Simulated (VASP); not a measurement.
Input of a VASP 6.6.1 run:

The input INCAR:

```
PREC = Accurate
ENCUT = 520
EDIFF = 1E-7
ISMEAR = -1
SIGMA = 0.15
LREAL = Auto
LASPH = True
NELM = 100
ALGO = Normal
ISIF = 2
LWAVE = False
LCHARG = False
GGA = PE
IVDW = 12
NBANDS = 30
```

The input KPOINTS:

```
Automatic mesh
0
Gamma
  5 6 4
```

File POSCAR:

```
Be16H
1.0
   -2.2900000000     -3.9663960000      0.0000000000
    3.4350000000     -1.9831980000      0.0000000000
    0.0000000000      0.0000000000      7.1768600000
Be H
16 1
Direct
    0.7502635628      0.5065104975      0.0051829073
    0.4990814807      0.3329829958      0.2502097017
    0.7502673738      0.5065124559      0.4952399796
    0.4820750717      0.3410861468      0.7502168079
    0.4961337744     -0.0049969888      0.0046425596
    0.2500576859      0.8267944980      0.2502105378
    0.4961391138     -0.0049980872      0.4957797700
    0.2500813409      0.8308577207      0.7502136032
    0.2502245798      0.4959788320      0.0015703246
    0.0009972773      0.3329664527      0.2502131852
    0.2502248937      0.4959746744      0.4988533983
    0.0184880660      0.3412019421      0.7502168079
    0.0041172319     -0.0050275223      0.0045296968
    0.7500599754      0.8372341612      0.2502123491
    0.0041252556     -0.0050294511      0.4958934687
    0.7502453357      0.8181073708      0.7502159719
    0.7509709138      0.1747238407      0.7502299056
```

Potentials or basis: VASP PAW PBE potentials, release 64 (Be, H).

Command:

```console
$ cat potpaw_PBE.64/Be/POTCAR potpaw_PBE.64/H/POTCAR > POTCAR
$ mpirun -np 1 vasp_std > vasp.out
```

Question: Estimate the dispersion energy per atom.

Answer: -0.336 eV.

Question: Estimate the band gap on the k mesh.

Answer: Zero (an odd number of electrons rules out a gap without spin polarisation).

Question: What does it give for the largest force?

Answer: 0.036 eV/Å.

Stress tensor (GPa, compression positive):
```
-6.05  0.81  0.00
 0.81 -5.08  0.00
 0.00  0.00 -5.66
```
